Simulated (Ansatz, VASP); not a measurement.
Ga4Sb3P: VASP beside Ansatz

The input POSCAR:

```
Ga4Sb3P
1.0
   -2.9808101091      2.9808101091      5.9449628238
    2.9808101091     -2.9808101091      5.9449628238
    2.9808101091      2.9808101091     -5.9449628238
P Ga Sb
1 4 3
Direct
    0.0000000000      0.0000000000      0.0000000000
    0.6511953186      0.6511953186      0.5390831019
    0.8878877832      0.3488046814      0.0000000000
    0.1121122168      0.1121122168      0.4609168981
    0.3488046814      0.8878877832      0.0000000000
    0.2500000000      0.7500000000      0.5000000000
    0.5000000000      0.5000000000      0.0000000000
    0.7500000000      0.2500000000      0.5000000000
```

File INCAR.step1:

```
SYSTEM = Ga4Sb3P
PREC     = Accurate       ! precision mode
ENCUT    = 520            ! plane-wave cutoff, eV
ISMEAR   = 0              ! smearing method
SIGMA    = 0.01           ! smearing width, eV
LREAL    = .FALSE.        ! projectors in reciprocal space
LASPH    = .TRUE.         ! aspherical terms in the spheres
NELM     = 100            ! most SCF steps
NBANDS   = 46             ! bands
GGA      = PE             ! functional
ALGO     = Normal         ! electronic algorithm
EDIFF    = 1E-4           ! SCF threshold, eV
LWAVE    = .TRUE.         ! write WAVECAR
LCHARG   = .FALSE.        ! write CHGCAR
```

File INCAR.step2:

```
SYSTEM = Ga4Sb3P
PREC     = Accurate       ! precision mode
ENCUT    = 520            ! plane-wave cutoff, eV
EDIFF    = 1E-6           ! SCF threshold, eV
ISMEAR   = 0              ! smearing method
SIGMA    = 0.01           ! smearing width, eV
LREAL    = .FALSE.        ! projectors in reciprocal space
LASPH    = .TRUE.         ! aspherical terms in the spheres
NELM     = 100            ! most SCF steps
ALGO     = Normal         ! electronic algorithm
ISIF     = 2              ! what is computed and relaxed
LWAVE    = .FALSE.        ! write WAVECAR
LCHARG   = .FALSE.        ! write CHGCAR
METAGGA  = R2SCAN         ! meta-GGA
LMIXTAU  = .TRUE.       
NBANDS   = 46             ! bands
ISTART   = 1
```

Contents of KPOINTS:

```
regular mesh
0
G
  6 6 6
  0 0 0
```

Input for Ansatz:

```yaml
crystal:
  lattice:
    - [-2.9808101091, 2.9808101091, 5.9449628238]
    - [2.9808101091, -2.9808101091, 5.9449628238]
    - [2.9808101091, 2.9808101091, -5.9449628238]
  atoms:
    - { symbol: P, position: [0.0, 0.0, 0.0] }
    - { symbol: Ga, position: [0.6511953186, 0.6511953186, 0.5390831019] }
    - { symbol: Sb, position: [0.25, 0.75, 0.5] }
    - { symbol: Ga, position: [0.8878877832, 0.3488046814, 0.0] }
    - { symbol: Sb, position: [0.5, 0.5, 0.0] }
    - { symbol: Ga, position: [0.1121122168, 0.1121122168, 0.4609168981] }
    - { symbol: Sb, position: [0.75, 0.25, 0.5] }
    - { symbol: Ga, position: [0.3488046814, 0.8878877832, 0.0] }
kpoints:
  mp_grid: { grid: [6, 6, 6] }
  band_path:
    path:
      - [0.0, 0.0, 0.0]
      - [0.0, 0.0, 0.5]
      - [0.25, 0.25, 0.25]
      - [0.0, 0.5, 0.0]
      - [0.5, 0.5, -0.5]
      - [0.3128507324, 0.6871492676, -0.3128507324]
      - [-0.3128507324, 0.3128507324, 0.3128507324]
      - [-0.1257014649, 0.1257014649, 0.5]
      - [0.5, 0.5, -0.1257014649]
    npoints: 1
hamiltonian:
  xc: r2scan
scf:
  occupations: { method: fixed }
  n_extra_bands: 6
output:
  forces: true
  stress: true
  eigenvalues: true
```

Alike in both runs: task single point; functional r2SCAN; k mesh 6 × 6 × 6; no spin polarisation.

```csv
,VASP,Ansatz
version,VASP 6.6.1,Ansatz 0.2.0
potentials or method,"VASP PAW PBE potentials, release 64 (P, Ga_d, Sb)","plane waves, PAW"
plane-wave cutoff (eV),520,500
occupations,"gaussian, width 0.01 eV",fixed
valence electrons in the cell,72,102
```

Ansatz gave:

* gap on the k mesh at the Fermi level (eV): 0.70
* pressure (GPa): 0.0
* rms of the force components (eV/Å): 0.002

Task: Which values does VASP return?

Result: gap on the k mesh at the Fermi level (eV): 0.68; pressure (GPa): 0.1; rms of the force components (eV/Å): 0.006.

VASP's potentials were made for PBE, not for r2SCAN. VASP's potentials hold 72 valence electrons a cell and Ansatz's 102, so a difference there can come from the potentials and not from the codes.

Neither program's run includes spin-orbit coupling.
